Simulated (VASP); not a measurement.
# C (Fm-3m) in VASP: further runs

Runs on C. Level: r2SCAN. Tasks: single point.

Program: VASP 6.6.1. These are calculated values, not measurements. Logs are shortened: lines on timing, memory, paths and dates and some standing lists are left out, and cuts for length are marked.

## (1) The cell of the first run

The structure is cubic, space group Fm-3m (No. 225). The conventional cell has a = 3.096 Å, b = 3.096 Å, c = 3.096 Å, α = 90.00°, β = 90.00°, γ = 90.00°. C (site symmetry m-3m) has 12 C at 2.19 Å within 2.9 Å.

## (2) Single point, r2SCAN

File POSCAR:

```
C
1.0
    0.0000000000      1.5481131777      1.5481131777
    1.5481131777      0.0000000000      1.5481131777
    1.5481131777      1.5481131777      0.0000000000
C
1
Direct
    0.0000000000      0.0000000000      0.0000000000
```

File INCAR.step1:

```
  ALGO = Normal
  EDIFF = 1E-4
  ENCUT = 520
  GGA = PE
  ISMEAR = -1
  LASPH = True
  LCHARG = False
  LREAL = False
  LWAVE = True
  NBANDS = 8
  NELM = 80
  PREC = Accurate
  SIGMA = 0.1
```

File INCAR.step2:

```
  ALGO = Normal
  EDIFF = 1E-6
  ENCUT = 520
  ISIF = 2
  ISMEAR = -1
  ISTART = 1
  LASPH = True
  LCHARG = False
  LMIXTAU = True
  LREAL = False
  LWAVE = False
  METAGGA = R2SCAN
  NBANDS = 8
  NELM = 80
  PREC = Accurate
  SIGMA = 0.1
```

File KPOINTS:

```
k-points
0
Gamma
  18 18 18
```

Potentials or basis: VASP PAW PBE potentials, release 64 (C).

Started as:

```console
cat potpaw_PBE.64/C/POTCAR > POTCAR
cp INCAR.step1 INCAR
mpirun -np 1 vasp_std > vasp.out
cp INCAR.step2 INCAR
mpirun -np 1 vasp_std > vasp.out
```

OUTCAR:

```text
EDIFF = 1E-6
   ENCUT = 520
   ISIF = 2
   ISMEAR = -1
   ISTART = 1
   LASPH = True
   LREAL = False
   METAGGA = R2SCAN
   NELM = 80
   PREC = Accurate

 ion  position               nearest neighbor table
   1  0.000  0.000  0.000-

  LATTYP: Found a face centered cubic cell.
 ALAT       =     3.0962263554

  Lattice vectors:

 A1 = (   0.0000000000,   1.5481131777,   1.5481131777)
 A2 = (   1.5481131777,   0.0000000000,   1.5481131777)
 A3 = (   1.5481131777,   1.5481131777,   0.0000000000)

Analysis of symmetry for initial positions (statically):
=====================================================================
 Subroutine PRICEL returns:
 Original cell was already a primitive cell.

 Routine SETGRP: Setting up the symmetry group for a
 face centered cubic supercell.

 Subroutine GETGRP returns: Found 48 space group operations
 (whereof 48 operations were pure point group operations)
 out of a pool of 48 trial point group operations.

The static configuration has the point symmetry O_h .

Analysis of symmetry for dynamics (positions and initial velocities):
=====================================================================
 Subroutine PRICEL returns:
 Original cell was already a primitive cell.

 Routine SETGRP: Setting up the symmetry group for a
 face centered cubic supercell.

 Subroutine GETGRP returns: Found 48 space group operations
 (whereof 48 operations were pure point group operations)
 out of a pool of 48 trial point group operations.

The dynamic configuration has the point symmetry O_h .

 Subroutine INISYM returns: Found 48 space group operations
 (whereof 48 operations are pure point group operations),
 and found     1 'primitive' translations

----------------------------------------------------------------------------------------

                                     Primitive cell

  volume of cell :       7.4206

  direct lattice vectors                    reciprocal lattice vectors
     0.000000000  1.548113178  1.548113178    -0.322973803  0.322973803  0.322973803
     1.548113178  0.000000000  1.548113178     0.322973803 -0.322973803  0.322973803
     1.548113178  1.548113178  0.000000000     0.322973803  0.322973803 -0.322973803

  length of vectors
     2.189362652  2.189362652  2.189362652     0.559407036  0.559407036  0.559407036

  position of ions in fractional coordinates (direct lattice)
     0.000000000  0.000000000  0.000000000

  ion indices of the primitive-cell ions
   primitive index   ion index
                 1           1

----------------------------------------------------------------------------------------

 KPOINTS: k-points

Automatic generation of k-mesh.
 Grid dimensions read from file:
 generate k-points for:   18   18   18

 Generating k-lattice:

  Cartesian coordinates                     Fractional coordinates (reciprocal lattice)
    -0.017942989  0.017942989  0.017942989     0.055555556  0.000000000  0.000000000
     0.017942989 -0.017942989  0.017942989     0.000000000  0.055555556  0.000000000
     0.017942989  0.017942989 -0.017942989     0.000000000  0.000000000  0.055555556

  Length of vectors
     0.031078169  0.031078169  0.031078169

  Shift w.r.t. Gamma in fractional coordinates (k-lattice)
     0.000000000  0.000000000  0.000000000

 Subroutine IBZKPT returns following result:
 ===========================================

 Found    195 irreducible k-points:

 Following reciprocal coordinates:
            Coordinates               Weight
  0.000000  0.000000  0.000000      1.000000
  0.055556  0.000000  0.000000      8.000000
  0.111111  0.000000  0.000000      8.000000
  0.166667  0.000000  0.000000      8.000000
  0.222222  0.000000  0.000000      8.000000
  0.277778  0.000000  0.000000      8.000000
[... 16 lines left out ...]
 -0.277778  0.055556  0.000000     24.000000
 -0.222222  0.055556  0.000000     24.000000
 [... further k-points ...]
   k-points           NKPTS =    195   k-points in BZ     NKDIM =    195   number of bands    NBANDS=      8
   number of dos      NEDOS =    301   number of ions     NIONS =      1
   total plane-waves  NPLWV =   4096
   dimension x,y,z NGX =    16 NGY =   16 NGZ =   16
   dimension x,y,z NGXF=    32 NGYF=   32 NGZF=   32
   ions per type =               1
   NGX,Y,Z   is equivalent  to a cutoff of  12.15, 12.15, 12.15 a.u.
   NGXF,Y,Z  is equivalent  to a cutoff of  24.30, 24.30, 24.30 a.u.
 SYSTEM =  unknown system
   PREC   = accura    normal or accurate (medium, high low for compatibility)
   ISTART =      1    job   : 0-new  1-cont  2-samecut
   ICHARG =      0    charge: 1-file 2-atom 10-const
   ISPIN  =      1    spin polarized calculation?
   LNONCOLLINEAR =      F non collinear calculations
   LSORBIT =      F    spin-orbit coupling
   LASPH  =      T    aspherical Exc in radial PAW
   ENCUT  =  520.0 eV  38.22 Ry    6.18 a.u.   4.07  4.07  4.07*2*pi/ulx,y,z
   NELM   =     80;   NELMIN=  2; NELMDL=  0     # of ELM steps
   EDIFF  = 0.1E-05   stopping-criterion for ELM
   LREAL  =      F    real-space projection
   EDIFFG = 0.1E-04   stopping-criterion for IOM
   NSW    =      0    number of steps for IOM
   IBRION =     -1    ionic relax: 0-MD 1-quasi-New 2-CG
   NFREE  =      0    steps in history (QN), initial steepest desc. (CG)
   ISIF   =      2    stress and relaxation
   ISYM   =      2    0-nonsym 1-usesym 2-fastsym
   POTIM  = 0.5000    time-step for ionic-motion
   TEBEG  =    0.0;   TEEND  =   0.0 temperature during run
   PSTRESS=    0.0 pullay stress
   NELECT =       4.0000    total number of electrons
   NUPDOWN=      -1.0000    fix difference up-down
   EMIN   =  10.00;   EMAX   =-10.00  energy-range for DOS
   EFERMI =   0.00;   METHOD = LEGACY
   ISMEAR =    -1;   SIGMA  =   0.10  broadening in eV -4-tet -1-fermi 0-gaus
   EFERMI_NEDOS =   21; number of points for ismear=-14 and -15
   IALGO  =     38    algorithm
   IMIX   =      4    mixing-type and parameters
     AMIX     =   0.40;   BMIX     =  1.00
     AMIX_MAG =   1.60;   BMIX_MAG =  1.00
  volume/ion in A,a.u.               =       7.42        50.08
  Fermi-wavevector in a.u.,A,eV,Ry     =   1.332341  2.517760 24.152151  1.775133
  Thomas-Fermi vector in A             =   2.461283
   LORBIT       =      0    0 simple, 1 ext, 2 COOP (PROOUT), +10 PAW based schemes
   METAGGA = R2SCAN    functional components
   LHFCALC =     F    Hartree Fock is set to
   AEXX    =    0.0000 exact exchange contribution
   IVDW    =     0    specifies the selected vdW correction
   LEPSILON=     F    determine dielectric tensor
   LRPA    =     F    only Hartree local field effects (RPA)
 non-spin polarized calculation
  energy-cutoff  :      520.00
  volume of cell :        7.42
 maximum number of plane-waves:       210
   NGX =  9   NGY =  9   NGZ =  9

 number of electron       4.0000000 magnetization

 Free energy of the ion-electron system (eV)
  ---------------------------------------------------
  ext. energy  EPLUGINS =         0.00000000
  ---------------------------------------------------
  free energy    TOTEN  =        -5.13859764 eV

  energy without entropy =       -5.12631099  energy(sigma->0) =       -5.13245431

 E-fermi :   7.4017     XC(G=0): -13.6219

 val. band max:        7.3832246968   @ k =  -0.3333   0.2778   0.0556
 cond. band min:       7.4571995648   @ k =   0.4444   0.2778   0.1111
 fundamental gap:      0.0739748681
 Fermi energy:         7.4016883944

 k-point     1 :       0.0000    0.0000    0.0000
  band No.  band energies     occupation
      1     -12.2785      2.00000
      2      15.9463      0.00000
      3      15.9463      0.00000
      4      15.9463      0.00000
      5      38.5325      0.00000
      6      38.5325      0.00000
      7      38.5325      0.00000
      8      39.9117      0.00000

 k-point     2 :       0.0556    0.0000    0.0000
  band No.  band energies     occupation
      1     -12.1498      2.00000
      2      15.5408      0.00000
      3      15.8768      0.00000
      4      15.8768      0.00000
      5      37.3469      0.00000
      6      38.7296      0.00000
      7      38.7296      0.00000
      8      39.8844      0.00000

 k-point     3 :       0.1111    0.0000    0.0000
  band No.  band energies     occupation
      1     -11.7642      2.00000
      2      14.3653      0.00000
      3      15.6831      0.00000
      4      15.6831      0.00000
      5      35.6206      0.00000
      6      39.2103      0.00000
      7      39.2103      0.00000
      8      39.7937      0.00000

 k-point     4 :       0.1667    0.0000    0.0000
  band No.  band energies     occupation
      1     -11.1229      2.00000
      2      12.5492      0.00000
      3      15.4029      0.00000
      4      15.4029      0.00000
      5      34.3390      0.00000
      6      39.5708      0.00000
      7      39.5708      0.00000
      8      39.6152      0.00000

 k-point     5 :       0.2222    0.0000    0.0000
  band No.  band energies     occupation
      1     -10.2279      2.00000
      2      10.2897      0.00000
      3      15.0843      0.00000
      4      15.0843      0.00000
      5      33.5563      0.00000
      6      39.2536      0.00000
      7      39.2536      0.00000
      8      39.3332      0.00000
[... 177 lines left out ...]
 k-point    22 :      -0.3333    0.0556    0.0000
  band No.  band energies     occupation
      1      -7.0688      2.00000
      2       4.4505      2.00000
      3      13.7083      0.00000
      4      14.6173      0.00000
      5      33.1399      0.00000
      6      35.3984      0.00000
      7      37.1042      0.00000
      8      40.1040      0.00000

 k-point    23 :      -0.2778    0.0556    0.0000
  band No.  band energies     occupation
      1      -8.5350      2.00000
      2       7.0130      1.95981
      3      13.9007      0.00000
      4      14.9539      0.00000
      5      33.1593      0.00000
      6      36.4210      0.00000
      7      37.9909      0.00000
      8      40.2557      0.00000

 k-point    24 :      -0.2222    0.0556    0.0000
  band No.  band energies     occupation
      1      -9.7610      2.00000
      2       9.5368      0.00000
      3      14.1874      0.00000
      4      15.2955      0.00000
      5      33.3574      0.00000
      6      37.5492      0.00000
      7      39.0212      0.00000
      8      40.2914      0.00000

 [... further k-points ...]

------------------------ aborting loop because EDIFF is reached ----------------------------------------

  FORCE on cell =-STRESS in cart. coord.  units (eV):
  Direction    XX          YY          ZZ          XY          YZ          ZX
  --------------------------------------------------------------------------------------
  -------------------------------------------------------------------------------------
  Total        0.0063501      0.0063501      0.0063501     -0.0000000     -0.0000000      0.0000000
  in kB        1.3710470      1.3710470      1.3710470     -0.0000000     -0.0000000      0.0000000
  external PRESSURE =       1.3710470 kB  Pullay stress =       0.0000000 kB

 VOLUME and BASIS-vectors are now :
 -----------------------------------------------------------------------------
  energy-cutoff  :      520.00
  volume of cell :        7.42
      direct lattice vectors                 reciprocal lattice vectors
     0.000000000  1.548113178  1.548113178    -0.322973803  0.322973803  0.322973803
     1.548113178  0.000000000  1.548113178     0.322973803 -0.322973803  0.322973803
     1.548113178  1.548113178  0.000000000     0.322973803  0.322973803 -0.322973803

 POSITION                                       TOTAL-FORCE (eV/Angst)
 -----------------------------------------------------------------------------------
      0.00000      0.00000      0.00000        -0.000000     -0.000000      0.000000
 -----------------------------------------------------------------------------------
    total drift:                                0.000000      0.000000     -0.000000

  FREE ENERGIE OF THE ION-ELECTRON SYSTEM (eV)
  ---------------------------------------------------
  free  energy   TOTEN  =        -5.1385976361 eV

  energy  without entropy=       -5.1263109854  energy(sigma->0) =       -5.13245431
```

Run time: 26 s. Hardware: 1 thread of Intel Xeon 8259CL, shared host; peak memory 0.11 GiB.

What came out:

```
Free energy            : -5.1386 eV
Pressure               : 0.1 GPa
Band gap on the k mesh : zero (bands 2 and 3 overlap by 11.76 eV)
```

Levels at points of the mesh, in eV from the Fermi level:
| k point | band 1 | band 2 | band 3 | band 4 | band 5 |
| --- | --- | --- | --- | --- | --- |
| (0.00, 0.00, 0.00) | -19.68 | 8.54 | 8.54 | 8.54 | 31.13 |
| (0.50, 0.00, 0.00) | -10.12 | -8.85 | 6.71 | 6.71 | 25.62 |
| (0.50, 0.50, 0.00) | -6.99 | -6.03 | 2.47 | 2.47 | 15.71 |

Caveat: the PAW data sets were made with another functional, which shifts forces and pressure a little.

## (3) Single point, r2SCAN (6.53 Å³/atom)

This run uses another cell than the first one, of 6.53 Å³/atom.

File POSCAR:

```
C
1.0
    0.0000000000      1.4835320441      1.4835320441
    1.4835320441      0.0000000000      1.4835320441
    1.4835320441      1.4835320441      0.0000000000
C
1
Direct
    0.0000000000      0.0000000000      0.0000000000
```

File INCAR.step1:

```
  PREC = Accurate
  ENCUT = 520
  ISMEAR = -1
  SIGMA = 0.1
  LREAL = False
  LASPH = True
  NELM = 60
  NBANDS = 8
  GGA = PE
  ALGO = Normal
  EDIFF = 1E-4
  LWAVE = True
  LCHARG = False
```

File INCAR.step2:

```
  PREC = Accurate
  ENCUT = 520
  EDIFF = 1E-7
  ISMEAR = -1
  SIGMA = 0.1
  LREAL = False
  LASPH = True
  NELM = 60
  ALGO = Normal
  ISIF = 2
  LWAVE = False
  LCHARG = False
  METAGGA = R2SCAN
  LMIXTAU = True
  NBANDS = 8
  ISTART = 1
```

File KPOINTS:

```
regular mesh
0
Gamma
  20 20 20
```

Potentials or basis: VASP PAW PBE potentials, release 64 (C).

Started as:

```console
cat potpaw_PBE.64/C/POTCAR > POTCAR
cp INCAR.step1 INCAR
mpirun -np 1 vasp_std > vasp.out
cp INCAR.step2 INCAR
mpirun -np 1 vasp_std > vasp.out
```

Wall time 47 s (1 thread of Intel Xeon 8259CL, shared host); peak memory 0.12 GiB.

It converged, with:

* Free energy: -5.0736 eV
* Pressure: 25.2 GPa
* Band gap on the k mesh: zero (bands 2 and 3 overlap by 13.98 eV)

Levels at points of the mesh, in eV from the Fermi level:
| k point | band 1 | band 2 | band 3 | band 4 | band 5 | band 6 | band 7 |
| --- | --- | --- | --- | --- | --- | --- | --- |
| (0.00, 0.00, 0.00) | -21.56 | 9.63 | 9.63 | 9.63 | 32.90 | 32.90 | 32.90 |
| (0.50, 0.00, 0.00) | -10.60 | -10.26 | 7.51 | 7.51 | 28.03 | 30.01 | 30.01 |
| (0.50, 0.50, 0.00) | -8.14 | -5.85 | 2.60 | 2.60 | 16.64 | 17.39 | 43.10 |

Caveat: the cell stands under pressure; the PAW data sets were made with another functional, which shifts forces and pressure a little.

## (4) Single point, r2SCAN (6.83 Å³/atom)

This run uses another cell than the first one, of 6.83 Å³/atom.

File POSCAR:

```
C
1.0
    0.0000000000      1.5056775783      1.5056775783
    1.5056775783      0.0000000000      1.5056775783
    1.5056775783      1.5056775783      0.0000000000
C
1
Direct
    0.0000000000      0.0000000000      0.0000000000
```

File INCAR.step1:

```
SYSTEM = C
  PREC = Accurate
  ENCUT = 520
  ISMEAR = -1
  SIGMA = 0.1
  LREAL = .False.
  LASPH = .True.
  NELM = 60
  NBANDS = 8
  GGA = PE
  ALGO = Normal
  EDIFF = 1E-4
  LWAVE = .True.
  LCHARG = .False.
```

File INCAR.step2:

```
SYSTEM = C
  PREC = Accurate
  ENCUT = 520
  EDIFF = 1E-6
  ISMEAR = -1
  SIGMA = 0.1
  LREAL = .False.
  LASPH = .True.
  NELM = 60
  ALGO = Normal
  ISIF = 2
  LWAVE = .False.
  LCHARG = .False.
  METAGGA = R2SCAN
  LMIXTAU = .True.
  NBANDS = 8
  ISTART = 1
```

File KPOINTS:

```
Automatic mesh
0
Gamma
  20 20 20
  0 0 0
```

Started as:

```console
cat potpaw_PBE.64/C/POTCAR > POTCAR
cp INCAR.step1 INCAR
mpirun -np 1 vasp_std > vasp.out
cp INCAR.step2 INCAR
mpirun -np 1 vasp_std > vasp.out
```

Run time: 44 s. Hardware: 1 thread of Intel Xeon 8259CL, shared host; peak memory 0.12 GiB.

It converged, with:

| Quantity | Value |
| --- | --- |
| Free energy | -5.1112 eV |
| Pressure | 15.3 GPa |
| Band gap on the k mesh | zero (bands 2 and 3 overlap by 13.31 eV) |

Levels at points of the mesh, in eV from the Fermi level:
```
           k point  band 1  band 2  band 3  band 4  band 5  band 6
(0.00, 0.00, 0.00)  -20.87    9.25    9.25    9.25   32.28   32.28
(0.50, 0.00, 0.00)  -10.41   -9.74    7.24    7.24   27.17   29.50
(0.50, 0.50, 0.00)   -7.72   -5.89    2.57    2.57   16.31   17.26
```

Caveat: the cell stands under pressure; the PAW data sets were made with another functional, which shifts forces and pressure a little.

[end of part 1 of 2]
